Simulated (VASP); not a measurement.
Write the native input for VASP 6.6.1 that does the following.

```
Task                   : single point
Functional             : PBEsol
Potentials or basis    : VASP PAW PBE potentials, release 64 (Ti_sv, O)
Cutoff                 : 520 eV
k mesh                 : 12 × 12 × 12
Occupations            : gaussian, width 0.1 eV
Spin                   : no spin polarisation
Dipole correction      : no
Further INCAR settings : ALGO = Normal; EDIFF = 1e-06; NBANDS = 36
```

The structure of TiO lies in POSCAR:

```
TiO
1.0
    5.1196562942      0.0000000000      0.0000000000
   -2.5598281471      4.4337524094      0.0000000000
    0.0000000000      0.0000000000      2.9261896225
Ti O
3 3
Direct
    0.6666666667      0.3333333333      0.5000000000
    0.3333333333      0.6666666667      0.5000000000
    0.0000000000      0.0000000000      0.0000000000
    0.6095644771      0.6095644771      0.0000000000
    0.3904355229      0.0000000000      0.0000000000
    0.0000000000      0.3904355229      0.0000000000
```

These files were run (other wordings do the same):

INCAR

```
ALGO = Normal
EDIFF = 1E-6
ENCUT = 520
GGA = PS
ISIF = 2
ISMEAR = 0
LASPH = T
LCHARG = F
LREAL = F
LWAVE = F
NBANDS = 36
NELM = 80
PREC = Accurate
SIGMA = 0.1
```

KPOINTS

```
k-points
0
Gamma
  12 12 12
```

Potentials or basis: VASP PAW PBE potentials, release 64 (Ti_sv, O).

Command:

```console
$ cat potpaw_PBE.64/Ti_sv/POTCAR potpaw_PBE.64/O/POTCAR > POTCAR
$ mpirun -np 1 vasp_std > vasp.out
```

It gave:

The pressure is -17.7 GPa, the largest force is 0.012 eV/Å and the band gap on the k mesh is zero (bands 27 and 28 overlap by 1.36 eV).

Caveat: the cell stands under tension; the PAW data sets were made with another functional, which shifts forces and pressure a little; semilocal functionals often make such compounds metallic where correlation or magnetic order opens a gap, which also shifts bond lengths.

It took 4.6 min on 1 thread of AMD EPYC 7R13 Processor (Zen 3) (shared host), peak memory 0.33 GiB.
